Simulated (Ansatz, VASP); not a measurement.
One calculation of SrTlBr3, two programs

File INCAR:

```
PREC = Accurate ; ENCUT = 520
EDIFF = 1E-6 ; ISMEAR = 0
SIGMA = 0.01 ; LREAL = False
LASPH = True ; NELM = 80
ALGO = Normal ; ISIF = 2
LWAVE = False ; LCHARG = True
GGA = PE ; LELF = True
LVHAR = True ; NBANDS = 30
```

Contents of KPOINTS:

```
regular mesh
0
Gamma
  4 4 4
```

The input POSCAR:

```
SrTlBr3
1.0
    5.9034020228      0.0000000000      0.0000000000
    0.0000000000      5.9034020228      0.0000000000
    0.0000000000      0.0000000000      5.9034020228
Tl Sr Br
1 1 3
Direct
    0.0000000000      0.0000000000      0.0000000000
    0.5000000000      0.5000000000      0.5000000000
    0.5000000000      0.5000000000      0.0000000000
    0.5000000000      0.0000000000      0.5000000000
    0.0000000000      0.5000000000      0.5000000000
```

Input for Ansatz:

```yaml
crystal:
  lattice:
    - [5.9034020228, 0.0, 0.0]
    - [0.0, 5.9034020228, 0.0]
    - [0.0, 0.0, 5.9034020228]
  atoms:
    - { symbol: Tl, position: [0.0, 0.0, 0.0] }
    - { symbol: Sr, position: [0.5, 0.5, 0.5] }
    - { symbol: Br, position: [0.5, 0.5, 0.0] }
    - { symbol: Br, position: [0.5, 0.0, 0.5] }
    - { symbol: Br, position: [0.0, 0.5, 0.5] }
kpoints:
  mp_grid: { grid: [4, 4, 4] }
  band_path:
    path:
      - [0.0, 0.0, 0.0]
      - [0.0, 0.5, 0.0]
      - [0.5, 0.5, 0.0]
      - [0.5, 0.5, 0.5]
      - [0.0, 0.0, 0.5]
    npoints: 1
hamiltonian:
  xc: pbe
scf:
  occupations: { method: fixed }
  n_extra_bands: 5
output:
  forces: true
  stress: true
  eigenvalues: true
```

Alike in both runs: task single point; functional PBE; k mesh 4 × 4 × 4; no spin polarisation.

|  | VASP | Ansatz |
| --- | --- | --- |
| version | VASP 6.6.1 | Ansatz 0.2.0 |
| potentials or method | VASP PAW PBE potentials, release 64 (Tl_d, Sr_sv, Br) | plane waves, PAW |
| plane-wave cutoff (eV) | 520 | 420 |
| occupations | gaussian, width 0.01 eV | fixed |
| valence electrons in the cell | 44 | 44 |

```tsv
	VASP	Ansatz	Ansatz less VASP
gap on the k mesh at the Fermi level (eV)	3.16	3.16	0.000
pressure (GPa)	0.6	0.6	-0.06
```

Neither program's run includes spin-orbit coupling.
